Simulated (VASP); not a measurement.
Wanted: the native input for a VASP 6.6.1 run.

* Task: single point
* Functional: PBEsol
* Dispersion: D3(BJ)
* Potentials or basis: VASP PAW PBE potentials, release 64 (C)
* Cutoff: 520 eV
* k mesh: 18 × 18 × 6
* Occupations: gaussian, width 0.15 eV
* Spin: no spin polarisation
* Dipole correction: no
* Further INCAR settings: ALGO = Normal; EDIFF = 1e-06; NBANDS = 16

The structure of C lies in POSCAR:

```
C
1.0
    2.4580081303      0.0000000000      0.0000000000
   -1.2290040652      2.1286974836      0.0000000000
    0.0000000000      0.0000000000      6.8103587252
C
4
Direct
    0.0000000000      0.0000000000      0.0025000000
    0.0000000000      0.0000000000      0.5025000000
    0.3333333333      0.6666666667      0.0025000000
    0.6666666667      0.3333333333      0.5025000000
```

This cell differs from its parent crystal: engineering shear strain xy +0.0000, normal strain along z +0.0350.

One way to write it, as run:

INCAR

```
SYSTEM = C
PREC = Accurate
ENCUT = 520
EDIFF = 1E-6
ISMEAR = 0
SIGMA = 0.15
LREAL = .FALSE.
LASPH = .TRUE.
NELM = 100
ALGO = Normal
ISIF = 2
LWAVE = .FALSE.
LCHARG = .TRUE.
GGA = PS
IVDW = 12
LELF = .TRUE.
LVHAR = .TRUE.
NBANDS = 16
```

KPOINTS

```
regular mesh
0
G
  18 18 6
  0 0 0
```

Potentials or basis: VASP PAW PBE potentials, release 64 (C).

The run is started by

```console
$ cat potpaw_PBE.64/C/POTCAR > POTCAR
$ mpirun -np 1 vasp_std > vasp.out
```

It gave:

```json
{
  "Pressure": "0.4 GPa",
  "Band gap on the k mesh": "zero (band 8 reaches 4.52 eV, above the bottom of band 9 at 4.50 eV)",
  "Dispersion energy per atom": "-0.109 eV"
}
```

Caveat: the cell differs from its parent crystal (engineering shear strain xy +0.0000, normal strain along z +0.0350); the PAW data sets were made with another functional, which shifts forces and pressure a little.

It took 77 s on 1 thread of Intel Xeon 6975P-C, with other jobs on the host, peak memory 0.19 GiB.
